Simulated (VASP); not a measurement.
A run of VASP 6.6.1 is set up as follows.

File INCAR:

```
ALGO = Fast
EDIFF = 1E-6
EDIFFG = -0.01
ENCUT = 600
GGA = PS
IBRION = 2
ISIF = 3
ISMEAR = -1
LASPH = True
LCHARG = False
LREAL = False
LWAVE = False
NELM = 100
NSW = 60
PREC = Accurate
PSTRESS = 200.0
SIGMA = 0.05
```

The input KPOINTS:

```
k-points
0
Gamma
  9 9 5
```

Contents of POSCAR:

```
Hg
1.0
    3.4618096384      0.0000000000      0.0000000000
   -1.7309048192      2.9980150899      0.0000000000
    0.0000000000      0.0000000000      5.4875482800
Hg
2
Direct
    0.3333333333      0.6666666667      0.2500000000
    0.6666666667      0.3333333333      0.7500000000
```

Potentials or basis: VASP PAW PBE potentials, release 64 (Hg).

Run with:

```console
$ cat potpaw_PBE.64/Hg/POTCAR > POTCAR
$ mpirun -np 1 vasp_std > vasp.out
```

Question: Predict the band gap on the k mesh.

Answer: Zero (bands 12 and 13 overlap by 1.94 eV).

Question: Estimate the relaxed volume.

Answer: 18.67 Å³/atom.

The path:
```csv
step,energy change (eV),largest force (eV/Å),pressure (GPa),volume (Å³)
1,0.0000,0.0000,-2.29,56.95
2,2.3685,0.0000,80.60,30.14
3,0.2858,0.0000,16.87,38.19
4,0.3451,0.0000,18.86,37.66
5,0.3858,0.0000,20.23,37.33
6,0.3812,0.0000,20.35,37.24
7,0.3829,0.0000,20.58,37.18
8,0.4041,0.0000,21.54,37.03
9,0.3880,0.0000,20.93,37.12
10,0.3063,0.0000,18.09,37.79
11,0.3604,0.0000,20.00,37.34
```

Caveat: the cell is relaxed towards a set pressure, so the run minimises the enthalpy, not the energy; the volume moved by over 15 % at a fixed basis, so the end points are rough; the PAW data sets were made with another functional, which shifts forces and pressure a little; spin-orbit coupling is left out, which moves the levels of the heavy elements.
